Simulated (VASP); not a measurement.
# Si (Im-3m) in VASP: a series of runs

Runs on Si. Level: PBEsol. Tasks: single point, relaxation of cell and atoms.

Everything below comes from runs of VASP 6.6.1. Logs are shortened: lines on timing, memory, paths and dates and some standing lists are left out, and cuts for length are marked.

## (1) The cell of the first run

It takes space group Im-3m (No. 229, cubic). The conventional cell has a = 2.731 Å, b = 2.731 Å, c = 2.731 Å, α = 90.00°, β = 90.00°, γ = 90.00°. Si (site symmetry m-3m) has 14 Si at 2.36 to 2.73 Å within 3.1 Å.

## (2) Single point, PBEsol

The input, INCAR:

```
SYSTEM = Si
ALGO     = Normal         ! electronic algorithm
EDIFF    = 1E-7           ! SCF threshold, eV
ENCUT    = 520            ! plane-wave cutoff, eV
GGA      = PS             ! functional
ISIF     = 2              ! what is computed and relaxed
ISMEAR   = -1             ! smearing method
LASPH    = .TRUE.         ! aspherical terms in the spheres
LCHARG   = .TRUE.         ! write CHGCAR
LELF     = .TRUE.         ! ELF
LREAL    = .FALSE.        ! projectors in reciprocal space
LVHAR    = .TRUE.       
LWAVE    = .FALSE.        ! write WAVECAR
NBANDS   = 8              ! bands
NELM     = 60             ! most SCF steps
PREC     = Accurate       ! precision mode
SIGMA    = 0.05           ! smearing width, eV
```

The input, KPOINTS:

```
k-points
0
G
  19 19 19
  0 0 0
```

The input, POSCAR:

```
Si
1.0
   -1.3654182550      1.3654182550      1.3654182550
    1.3654182550     -1.3654182550      1.3654182550
    1.3654182550      1.3654182550     -1.3654182550
Si
1
Direct
    0.0000000000      0.0000000000      0.0000000000
```

Potentials or basis: VASP PAW PBE potentials, release 64 (Si).

Command:

```console
> cat potpaw_PBE.64/Si/POTCAR > POTCAR
> mpirun -np 1 vasp_std > vasp.out
```

OUTCAR:

```text
SYSTEM = Si
   EDIFF = 1E-7
   ENCUT = 520
   GGA = PS
   ISIF = 2
   ISMEAR = -1
   LASPH = .TRUE.
   LREAL = .FALSE.
   NELM = 60
   PREC = Accurate

 ion  position               nearest neighbor table
   1  0.000  0.000  0.000-

  LATTYP: Found a body centered cubic cell.
 ALAT       =     2.7308365100

  Lattice vectors:

 A1 = (  -1.3654182550,   1.3654182550,   1.3654182550)
 A2 = (   1.3654182550,  -1.3654182550,   1.3654182550)
 A3 = (   1.3654182550,   1.3654182550,  -1.3654182550)

Analysis of symmetry for initial positions (statically):
=====================================================================
 Subroutine PRICEL returns:
 Original cell was already a primitive cell.

 Routine SETGRP: Setting up the symmetry group for a
 body centered cubic supercell.

 Subroutine GETGRP returns: Found 48 space group operations
 (whereof 48 operations were pure point group operations)
 out of a pool of 48 trial point group operations.

The static configuration has the point symmetry O_h .

Analysis of symmetry for dynamics (positions and initial velocities):
=====================================================================
 Subroutine PRICEL returns:
 Original cell was already a primitive cell.

 Routine SETGRP: Setting up the symmetry group for a
 body centered cubic supercell.

 Subroutine GETGRP returns: Found 48 space group operations
 (whereof 48 operations were pure point group operations)
 out of a pool of 48 trial point group operations.

The dynamic configuration has the point symmetry O_h .

 Subroutine INISYM returns: Found 48 space group operations
 (whereof 48 operations are pure point group operations),
 and found     1 'primitive' translations

----------------------------------------------------------------------------------------

                                     Primitive cell

  volume of cell :      10.1826

  direct lattice vectors                    reciprocal lattice vectors
    -1.365418255  1.365418255  1.365418255     0.000000000  0.366188161  0.366188161
     1.365418255 -1.365418255  1.365418255     0.366188161  0.000000000  0.366188161
     1.365418255  1.365418255 -1.365418255     0.366188161  0.366188161  0.000000000

  length of vectors
     2.364973791  2.364973791  2.364973791     0.517868264  0.517868264  0.517868264

  position of ions in fractional coordinates (direct lattice)
     0.000000000  0.000000000  0.000000000

  ion indices of the primitive-cell ions
   primitive index   ion index
                 1           1

----------------------------------------------------------------------------------------

 KPOINTS: k-points

Automatic generation of k-mesh.
 Grid dimensions read from file:
 generate k-points for:   19   19   19

 Generating k-lattice:

  Cartesian coordinates                     Fractional coordinates (reciprocal lattice)
     0.000000000  0.019273061  0.019273061     0.052631579  0.000000000  0.000000000
     0.019273061  0.000000000  0.019273061     0.000000000  0.052631579  0.000000000
     0.019273061  0.019273061  0.000000000     0.000000000  0.000000000  0.052631579

  Length of vectors
     0.027256224  0.027256224  0.027256224

  Shift w.r.t. Gamma in fractional coordinates (k-lattice)
     0.000000000  0.000000000  0.000000000

 Subroutine IBZKPT returns following result:
 ===========================================

 Found    220 irreducible k-points:

 Following reciprocal coordinates:
            Coordinates               Weight
  0.000000  0.000000  0.000000      1.000000
  0.052632  0.000000  0.000000     12.000000
  0.105263  0.000000  0.000000     12.000000
  0.157895  0.000000  0.000000     12.000000
  0.210526  0.000000  0.000000     12.000000
  0.263158  0.000000  0.000000     12.000000
[... 16 lines left out ...]
  0.263158  0.105263 -0.000000     48.000000
  0.315789  0.105263  0.000000     48.000000
 [... further k-points ...]
   k-points           NKPTS =    220   k-points in BZ     NKDIM =    220   number of bands    NBANDS=      8
   number of dos      NEDOS =    301   number of ions     NIONS =      1
   total plane-waves  NPLWV =   5832
   dimension x,y,z NGX =    18 NGY =   18 NGZ =   18
   dimension x,y,z NGXF=    36 NGYF=   36 NGZF=   36
   ions per type =               1
   NGX,Y,Z   is equivalent  to a cutoff of  12.65, 12.65, 12.65 a.u.
   NGXF,Y,Z  is equivalent  to a cutoff of  25.31, 25.31, 25.31 a.u.
 SYSTEM =  Si
   PREC   = accura    normal or accurate (medium, high low for compatibility)
   ISTART =      0    job   : 0-new  1-cont  2-samecut
   ICHARG =      2    charge: 1-file 2-atom 10-const
   ISPIN  =      1    spin polarized calculation?
   LNONCOLLINEAR =      F non collinear calculations
   LSORBIT =      F    spin-orbit coupling
   LASPH  =      T    aspherical Exc in radial PAW
   ENCUT  =  520.0 eV  38.22 Ry    6.18 a.u.   4.40  4.40  4.40*2*pi/ulx,y,z
   NELM   =     60;   NELMIN=  2; NELMDL= -5     # of ELM steps
   EDIFF  = 0.1E-06   stopping-criterion for ELM
   LREAL  =      F    real-space projection
   EDIFFG = 0.1E-05   stopping-criterion for IOM
   NSW    =      0    number of steps for IOM
   IBRION =     -1    ionic relax: 0-MD 1-quasi-New 2-CG
   NFREE  =      0    steps in history (QN), initial steepest desc. (CG)
   ISIF   =      2    stress and relaxation
   ISYM   =      2    0-nonsym 1-usesym 2-fastsym
   POTIM  = 0.5000    time-step for ionic-motion
   TEBEG  =    0.0;   TEEND  =   0.0 temperature during run
   PSTRESS=    0.0 pullay stress
   NELECT =       4.0000    total number of electrons
   NUPDOWN=      -1.0000    fix difference up-down
   EMIN   =  10.00;   EMAX   =-10.00  energy-range for DOS
   EFERMI =   0.00;   METHOD = LEGACY
   ISMEAR =    -1;   SIGMA  =   0.05  broadening in eV -4-tet -1-fermi 0-gaus
   EFERMI_NEDOS =   21; number of points for ismear=-14 and -15
   IALGO  =     38    algorithm
   IMIX   =      4    mixing-type and parameters
     AMIX     =   0.40;   BMIX     =  1.00
     AMIX_MAG =   1.60;   BMIX_MAG =  1.00
  volume/ion in A,a.u.               =      10.18        68.72
  Fermi-wavevector in a.u.,A,eV,Ry     =   1.198972  2.265729 19.558843  1.437534
  Thomas-Fermi vector in A             =   2.334847
   LORBIT       =      0    0 simple, 1 ext, 2 COOP (PROOUT), +10 PAW based schemes
   GGA     = PS    functional components
   LHFCALC =     F    Hartree Fock is set to
   AEXX    =    0.0000 exact exchange contribution
   IVDW    =     0    specifies the selected vdW correction
   LEPSILON=     F    determine dielectric tensor
   LRPA    =     F    only Hartree local field effects (RPA)
 non-spin polarized calculation
  energy-cutoff  :      520.00
  volume of cell :       10.18
 maximum number of plane-waves:       285
 NGX is ok and might be reduce to    18
   NGX =  9   NGY =  9   NGZ =  9

 number of electron       4.0000000 magnetization

 Free energy of the ion-electron system (eV)
  ---------------------------------------------------
  ext. energy  EPLUGINS =         0.00000000
  ---------------------------------------------------
  free energy    TOTEN  =        -4.68593153 eV

  energy without entropy =       -4.68221634  energy(sigma->0) =       -4.68407394

 E-fermi :  15.4084     XC(G=0): -12.7158

 val. band max:       15.3882329458   @ k =  -0.3158   0.4211   0.2105
 cond. band min:      15.4223359265   @ k =   0.2105   0.2105   0.0000
 fundamental gap:      0.0341029807
 Fermi energy:        15.4083533633

 k-point     1 :       0.0000    0.0000    0.0000
  band No.  band energies     occupation
      1      -2.6424      2.00000
      2      29.6100      0.00000
      3      29.6100      0.00000
      4      29.6100      0.00000
      5      32.3044      0.00000
      6      32.3044      0.00000
      7      32.3044      0.00000
      8      34.1560      0.00000

 k-point     2 :       0.0526    0.0000    0.0000
  band No.  band energies     occupation
      1      -2.5346      2.00000
      2      28.4113      0.00000
      3      28.9436      0.00000
      4      29.2073      0.00000
      5      31.8195      0.00000
      6      32.7583      0.00000
      7      33.1478      0.00000
      8      33.2646      0.00000

 k-point     3 :       0.1053    0.0000    0.0000
  band No.  band energies     occupation
      1      -2.2115      2.00000
      2      25.9094      0.00000
      3      27.8139      0.00000
      4      28.2605      0.00000
      5      30.8044      0.00000
      6      32.1595      0.00000
      7      33.5192      0.00000
      8      34.5499      0.00000

 k-point     4 :       0.1579    0.0000    0.0000
  band No.  band energies     occupation
      1      -1.6745      2.00000
      2      23.0615      0.00000
      3      26.7272      0.00000
      4      27.1466      0.00000
      5      29.7073      0.00000
      6      31.2435      0.00000
      7      34.3549      0.00000
      8      34.9604      0.00000

 k-point     5 :       0.2105    0.0000    0.0000
  band No.  band energies     occupation
      1      -0.9257      2.00000
      2      20.1967      0.00000
      3      25.7729      0.00000
      4      26.0683      0.00000
      5      28.6920      0.00000
      6      30.4285      0.00000
      7      35.3019      0.00000
      8      35.5143      0.00000
[... 177 lines left out ...]
 k-point    22 :       0.2105    0.1053   -0.0000
  band No.  band energies     occupation
      1       0.3497      2.00000
      2      17.6785      0.00000
      3      21.3108      0.00000
      4      24.8774      0.00000
      5      29.4452      0.00000
      6      31.7317      0.00000
      7      34.5469      0.00000
      8      38.1287      0.00000

 k-point    23 :       0.2632    0.1053   -0.0000
  band No.  band energies     occupation
      1       1.5096      2.00000
      2      15.0672      1.99783
      3      20.5473      0.00000
      4      24.1886      0.00000
      5      28.7569      0.00000
      6      31.6740      0.00000
      7      35.0125      0.00000
      8      39.5140      0.00000

 k-point    24 :       0.3158    0.1053    0.0000
  band No.  band energies     occupation
      1       2.8681      2.00000
      2      12.6089      2.00000
      3      19.9720      0.00000
      4      23.6642      0.00000
      5      28.2238      0.00000
      6      31.4593      0.00000
      7      35.8892      0.00000
      8      40.5461      0.00000

 [... further k-points ...]
[... 5 lines left out ...]
  --------------------------------------------------------------------------------------
  -------------------------------------------------------------------------------------
  Total        4.4099557      4.4099557      4.4099557      0.0000000     -0.0000000     -0.0000000
  in kB      693.8853221    693.8853221    693.8853221      0.0000000     -0.0000000     -0.0000000
  external PRESSURE =     693.8853221 kB  Pullay stress =       0.0000000 kB

 VOLUME and BASIS-vectors are now :
 -----------------------------------------------------------------------------
  energy-cutoff  :      520.00
  volume of cell :       10.18
      direct lattice vectors                 reciprocal lattice vectors
    -1.365418255  1.365418255  1.365418255     0.000000000  0.366188161  0.366188161
     1.365418255 -1.365418255  1.365418255     0.366188161  0.000000000  0.366188161
     1.365418255  1.365418255 -1.365418255     0.366188161  0.366188161  0.000000000

 POSITION                                       TOTAL-FORCE (eV/Angst)
 -----------------------------------------------------------------------------------
      0.00000      0.00000      0.00000         0.000000      0.000000      0.000000
 -----------------------------------------------------------------------------------
    total drift:                               -0.000000     -0.000000     -0.000000

  FREE ENERGIE OF THE ION-ELECTRON SYSTEM (eV)
  ---------------------------------------------------
  free  energy   TOTEN  =        -4.6859315338 eV

  energy  without entropy=       -4.6822163392  energy(sigma->0) =       -4.68407394
```

Run time: 10 s. Hardware: 1 thread of AMD EPYC 7R13 (Zen 3), shared host; peak memory 0.09 GiB.

Results:

```
Free energy            : -4.6859 eV
Pressure               : 69.4 GPa
Band gap on the k mesh : zero (band 2 reaches 29.61 eV, above the bottom of band 3 at 11.19 eV)
```

Levels at points of the mesh, in eV from the Fermi level:
```
           k point  band 1  band 2  band 3  band 4  band 5  band 6  band 7
(0.00, 0.00, 0.00)  -18.05   14.20   14.20   14.20   16.90   16.90   16.90
```

Caveat: the PAW data sets were made with another functional, which shifts forces and pressure a little.

[end of part 1 of 2]
